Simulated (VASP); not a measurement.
# SiNi3 (Pm-3m) in VASP: density of states with PBEsol

Aim: the density of states of SiNi3 with PBEsol.

Everything below comes from runs of VASP 6.6.1. Logs are shortened: lines on timing, memory, paths and dates and some standing lists are left out, and cuts for length are marked.

## Step 1: The cell of the first run

The structure is cubic, space group Pm-3m (No. 221). Conventional cell: a = 3.542 Å, b = 3.542 Å, c = 3.542 Å, α = 90.00°, β = 90.00°, γ = 90.00°. Si (site symmetry m-3m) has 12 Ni at 2.50 Å within 3.3 Å. Within 3.3 Å of Ni (site symmetry 4/mmm) lie 4 Si at 2.50 Å and 8 Ni at 2.50 Å.

## Step 2: Density of states, PBEsol, collinear spin, zero start

POSCAR

```
SiNi3
1.0
    3.5420000000      0.0000000000      0.0000000000
    0.0000000000      3.5420000000      0.0000000000
    0.0000000000      0.0000000000      3.5420000000
Si Ni
1 3
Direct
    0.0000000000      0.0000000000      0.0000000000
    0.0000000000      0.5000000000      0.5000000000
    0.5000000000      0.0000000000      0.5000000000
    0.5000000000      0.5000000000      0.0000000000
```

INCAR.step1

```
SYSTEM = SiNi3
ALGO = Normal
EDIFF = 1E-6
ENCUT = 520
GGA = PS
ISIF = 2
ISMEAR = 0
ISPIN = 2
LASPH = .TRUE.
LCHARG = .TRUE.
LMAXMIX = 4
LREAL = .FALSE.
LWAVE = .FALSE.
MAGMOM = 0 0 0 0
NBANDS = 29
NELM = 150
PREC = Accurate
SIGMA = 0.05
```

KPOINTS.step1

```
k-points
0
G
  10 10 10
  0 0 0
```

INCAR.step2

```
SYSTEM = SiNi3
ALGO = Normal
EDIFF = 1E-6
ENCUT = 520
GGA = PS
ICHARG = 11
ISIF = 2
ISMEAR = -5
ISPIN = 2
LASPH = .TRUE.
LCHARG = .FALSE.
LMAXMIX = 4
LORBIT = 10
LREAL = .FALSE.
LWAVE = .FALSE.
MAGMOM = 0 0 0 0
NBANDS = 29
NEDOS = 2001
NELM = 150
PREC = Accurate
SIGMA = 0.05
```

KPOINTS.step2

```
k-points
0
G
  15 15 15
  0 0 0
```

Potentials or basis: VASP PAW PBE potentials, release 64 (Si, Ni).

Started as:

```bash
cat potpaw_PBE.64/Si/POTCAR potpaw_PBE.64/Ni/POTCAR > POTCAR
cp INCAR.step1 INCAR
cp KPOINTS.step1 KPOINTS
mpirun -np 1 vasp_std > vasp.out
cp INCAR.step2 INCAR
cp KPOINTS.step2 KPOINTS
mpirun -np 1 vasp_std > vasp.out
```

OUTCAR:

```text
SYSTEM = SiNi3
   EDIFF = 1E-6
   ENCUT = 520
   GGA = PS
   ICHARG = 11
   ISIF = 2
   ISMEAR = -5
   ISPIN = 2
   LASPH = .TRUE.
   LORBIT = 10
   LREAL = .FALSE.
   NELM = 150
   PREC = Accurate

 ion  position               nearest neighbor table
   1  0.000  0.000  0.000-   2 2.50   3 2.50   4 2.50   2 2.50   3 2.50   2 2.50   4 2.50   2 2.50
                             3 2.50   4 2.50   3 2.50   4 2.50
   2  0.000  0.500  0.500-   1 2.50   3 2.50   4 2.50   1 2.50   4 2.50   1 2.50   3 2.50   1 2.50
                             3 2.50   4 2.50   4 2.50   3 2.50
   3  0.500  0.000  0.500-   1 2.50   2 2.50   4 2.50   1 2.50   4 2.50   2 2.50   4 2.50   4 2.50
                             1 2.50   2 2.50   1 2.50   2 2.50
   4  0.500  0.500  0.000-   1 2.50   2 2.50   3 2.50   2 2.50   3 2.50   1 2.50   3 2.50   3 2.50
                             1 2.50   2 2.50   2 2.50   1 2.50

  LATTYP: Found a simple cubic cell.
 ALAT       =     3.5420000000

  Lattice vectors:

 A1 = (   3.5420000000,   0.0000000000,   0.0000000000)
 A2 = (   0.0000000000,   3.5420000000,   0.0000000000)
 A3 = (   0.0000000000,   0.0000000000,   3.5420000000)

Analysis of symmetry for initial positions (statically):
=====================================================================
 Subroutine PRICEL returns:
 Original cell was already a primitive cell.

 Routine SETGRP: Setting up the symmetry group for a
 simple cubic supercell.

 Subroutine GETGRP returns: Found 48 space group operations
 (whereof 48 operations were pure point group operations)
 out of a pool of 48 trial point group operations.

The static configuration has the point symmetry O_h .

Analysis of symmetry for dynamics (positions and initial velocities):
=====================================================================
 Subroutine PRICEL returns:
 Original cell was already a primitive cell.

 Routine SETGRP: Setting up the symmetry group for a
 simple cubic supercell.

 Subroutine GETGRP returns: Found 48 space group operations
 (whereof 48 operations were pure point group operations)
 out of a pool of 48 trial point group operations.

The dynamic configuration has the point symmetry O_h .

Analysis of structural, dynamic, and magnetic symmetry:
=====================================================================
 Subroutine PRICEL returns:
 Original cell was already a primitive cell.

 Routine SETGRP: Setting up the symmetry group for a
 simple cubic supercell.

 Subroutine GETGRP returns: Found 48 space group operations
 (whereof 48 operations were pure point group operations)
 out of a pool of 48 trial point group operations.

The overall configuration has the point symmetry O_h .

 Subroutine INISYM returns: Found 48 space group operations
 (whereof 48 operations are pure point group operations),
 and found     1 'primitive' translations

----------------------------------------------------------------------------------------

                                     Primitive cell

  volume of cell :      44.4371

  direct lattice vectors                    reciprocal lattice vectors
     3.542000000  0.000000000  0.000000000     0.282326369  0.000000000  0.000000000
     0.000000000  3.542000000  0.000000000     0.000000000  0.282326369  0.000000000
     0.000000000  0.000000000  3.542000000     0.000000000  0.000000000  0.282326369

  length of vectors
     3.542000000  3.542000000  3.542000000     0.282326369  0.282326369  0.282326369

  position of ions in fractional coordinates (direct lattice)
     0.000000000  0.000000000  0.000000000
     0.000000000  0.500000000  0.500000000
     0.500000000  0.000000000  0.500000000
     0.500000000  0.500000000  0.000000000

  ion indices of the primitive-cell ions
   primitive index   ion index
                 1           1
                 2           2
                 3           3
                 4           4

----------------------------------------------------------------------------------------

 KPOINTS: k-points

Automatic generation of k-mesh.
 Grid dimensions read from file:
 generate k-points for:   15   15   15

 Generating k-lattice:

  Cartesian coordinates                     Fractional coordinates (reciprocal lattice)
     0.018821758  0.000000000  0.000000000     0.066666667  0.000000000  0.000000000
     0.000000000  0.018821758  0.000000000     0.000000000  0.066666667  0.000000000
     0.000000000  0.000000000  0.018821758     0.000000000  0.000000000  0.066666667

  Length of vectors
     0.018821758  0.018821758  0.018821758

  Shift w.r.t. Gamma in fractional coordinates (k-lattice)
     0.000000000  0.000000000  0.000000000

 TETIRR: Found   1667 inequivalent tetrahedra from    20250

 Subroutine IBZKPT returns following result:
 ===========================================

 Found    120 irreducible k-points:

 Following reciprocal coordinates:
            Coordinates               Weight
  0.000000  0.000000  0.000000      1.000000
  0.066667  0.000000  0.000000      6.000000
  0.133333  0.000000  0.000000      6.000000
  0.200000  0.000000  0.000000      6.000000
  0.266667  0.000000  0.000000      6.000000
  0.333333  0.000000  0.000000      6.000000
[... 16 lines left out ...]
  0.266667  0.200000  0.000000     24.000000
  0.333333  0.200000  0.000000     24.000000
 [... further k-points ...]
   k-points           NKPTS =    120   k-points in BZ     NKDIM =    120   number of bands    NBANDS=     29
   number of dos      NEDOS =   2001   number of ions     NIONS =      4
   total plane-waves  NPLWV =  21952
   dimension x,y,z NGX =    28 NGY =   28 NGZ =   28
   dimension x,y,z NGXF=    56 NGYF=   56 NGZF=   56
   ions per type =               1   3
   NGX,Y,Z   is equivalent  to a cutoff of  13.14, 13.14, 13.14 a.u.
   NGXF,Y,Z  is equivalent  to a cutoff of  26.28, 26.28, 26.28 a.u.
 SYSTEM =  SiNi3
   PREC   = accura    normal or accurate (medium, high low for compatibility)
   ISTART =      0    job   : 0-new  1-cont  2-samecut
   ICHARG =     11    charge: 1-file 2-atom 10-const
   ISPIN  =      2    spin polarized calculation?
   LNONCOLLINEAR =      F non collinear calculations
   LSORBIT =      F    spin-orbit coupling
   LASPH  =      T    aspherical Exc in radial PAW
   ENCUT  =  520.0 eV  38.22 Ry    6.18 a.u.   6.59  6.59  6.59*2*pi/ulx,y,z
   NELM   =    150;   NELMIN=  2; NELMDL=  0     # of ELM steps
   EDIFF  = 0.1E-05   stopping-criterion for ELM
   LREAL  =      F    real-space projection
   EDIFFG = 0.1E-04   stopping-criterion for IOM
   NSW    =      0    number of steps for IOM
   IBRION =     -1    ionic relax: 0-MD 1-quasi-New 2-CG
   NFREE  =      0    steps in history (QN), initial steepest desc. (CG)
   ISIF   =      2    stress and relaxation
   ISYM   =      2    0-nonsym 1-usesym 2-fastsym
   POTIM  = 0.5000    time-step for ionic-motion
   TEBEG  =    0.0;   TEEND  =   0.0 temperature during run
   PSTRESS=    0.0 pullay stress
   NELECT =      34.0000    total number of electrons
   NUPDOWN=      -1.0000    fix difference up-down
   EMIN   =  10.00;   EMAX   =-10.00  energy-range for DOS
   EFERMI =   0.00;   METHOD = LEGACY
   ISMEAR =    -5;   SIGMA  =   0.05  broadening in eV -4-tet -1-fermi 0-gaus
   EFERMI_NEDOS =   21; number of points for ismear=-14 and -15
   IALGO  =     38    algorithm
   IMIX   =      4    mixing-type and parameters
     AMIX     =   0.40;   BMIX     =  1.00
     AMIX_MAG =   1.60;   BMIX_MAG =  1.00
  volume/ion in A,a.u.               =      11.11        74.97
  Fermi-wavevector in a.u.,A,eV,Ry     =   1.497336  2.829555 30.504465  2.242015
  Thomas-Fermi vector in A             =   2.609237
   LORBIT       =     10    0 simple, 1 ext, 2 COOP (PROOUT), +10 PAW based schemes
   GGA     = PS    functional components
   LHFCALC =     F    Hartree Fock is set to
   AEXX    =    0.0000 exact exchange contribution
   IVDW    =     0    specifies the selected vdW correction
   LEPSILON=     F    determine dielectric tensor
   LRPA    =     F    only Hartree local field effects (RPA)
 spin polarized calculation
 Fermi weights with tetrahedron method with Bloechl corrections
  energy-cutoff  :      520.00
  volume of cell :       44.44
 maximum number of plane-waves:      1213
 NGX is ok and might be reduce to    28

 number of electron      33.9999988 magnetization       0.0000011

 Free energy of the ion-electron system (eV)
  ---------------------------------------------------
  ext. energy  EPLUGINS =         0.00000000
  ---------------------------------------------------
  free energy    TOTEN  =       -26.15416785 eV

  energy without entropy =      -26.15416785  energy(sigma->0) =      -26.15416785

 E-fermi :  10.0327     XC(G=0): -13.0722

 val. band max:       10.0362739321   @ k =   0.4667   0.0667   0.0000
 cond. band min:       9.9934574744   @ k =   0.4000   0.4000   0.4000
 fundamental gap:     -0.0428164578
 Fermi energy:        10.0326981124

 spin component 1

 k-point     1 :       0.0000    0.0000    0.0000
  band No.  band energies     occupation
      1      -1.6321      1.00000
      2       5.3661      1.00000
      3       6.1680      1.00000
      4       6.1680      1.00000
      5       6.6650      1.00000
      6       6.6650      1.00000
[... 757 lines left out ...]
     28      23.8078      0.00000
     29      24.9224      0.00000

 [... further k-points ...]

 spin component 2

 k-point     1 :       0.0000    0.0000    0.0000
  band No.  band energies     occupation
      1      -1.6321      1.00000
      2       5.3661      1.00000
      3       6.1680      1.00000
      4       6.1680      1.00000
      5       6.6650      1.00000
      6       6.6650      1.00000
[... 757 lines left out ...]
     28      23.8078      0.00000
     29      24.9224      0.00000

 [... further k-points ...]

------------------------ aborting loop because EDIFF is reached ----------------------------------------

  FORCE on cell =-STRESS in cart. coord.  units (eV):
  Direction    XX          YY          ZZ          XY          YZ          ZX
  --------------------------------------------------------------------------------------
  -------------------------------------------------------------------------------------
  Total       -3.5938414     -3.5938414     -3.5938414     -0.0000000     -0.0000000     -0.0000000
  in kB     -129.5757765   -129.5757765   -129.5757765     -0.0000000     -0.0000000     -0.0000000
  external PRESSURE =    -129.5757765 kB  Pullay stress =       0.0000000 kB

 VOLUME and BASIS-vectors are now :
 -----------------------------------------------------------------------------
  energy-cutoff  :      520.00
  volume of cell :       44.44
      direct lattice vectors                 reciprocal lattice vectors
     3.542000000  0.000000000  0.000000000     0.282326369  0.000000000  0.000000000
     0.000000000  3.542000000  0.000000000     0.000000000  0.282326369  0.000000000
     0.000000000  0.000000000  3.542000000     0.000000000  0.000000000  0.282326369

 POSITION                                       TOTAL-FORCE (eV/Angst)
 -----------------------------------------------------------------------------------
      0.00000      0.00000      0.00000         0.000000      0.000000      0.000000
      0.00000      1.77100      1.77100         0.000000      0.000000      0.000000
      1.77100      0.00000      1.77100         0.000000      0.000000      0.000000
      1.77100      1.77100      0.00000         0.000000      0.000000      0.000000
 -----------------------------------------------------------------------------------
    total drift:                                0.000000      0.000000      0.000000

  FREE ENERGIE OF THE ION-ELECTRON SYSTEM (eV)
  ---------------------------------------------------
  free  energy   TOTEN  =       -26.1541678467 eV

  energy  without entropy=      -26.1541678467  energy(sigma->0) =      -26.15416785

 total charge

# of ion       s       p       d       tot
------------------------------------------
    1        0.728   0.798   0.000   1.526
    2        0.475   0.543   8.396   9.414
    3        0.475   0.543   8.396   9.414
    4        0.475   0.543   8.396   9.414
--------------------------------------------------
tot          2.153   2.428  25.189  29.770

 magnetization (x)

# of ion       s       p       d       tot
------------------------------------------
    1       -0.000  -0.000   0.000  -0.000
    2        0.000  -0.000   0.000   0.000
    3        0.000  -0.000   0.000   0.000
    4        0.000  -0.000   0.000   0.000
--------------------------------------------------
tot          0.000  -0.000   0.000   0.000
```

Wall time 2 min (1 thread of Intel Xeon 6975P-C (Granite Rapids), shared host); peak memory 0.32 GiB.

Results:

```yaml
Net_moment: 0.00 μB per cell
Valence_electrons_inside_the_program's_atomic_spheres: Si 1.53; Ni 9.41
```

Caveat: the PAW data sets were made with another functional, which shifts forces and pressure a little; tetrahedron occupations give inexact forces and stress in metals.
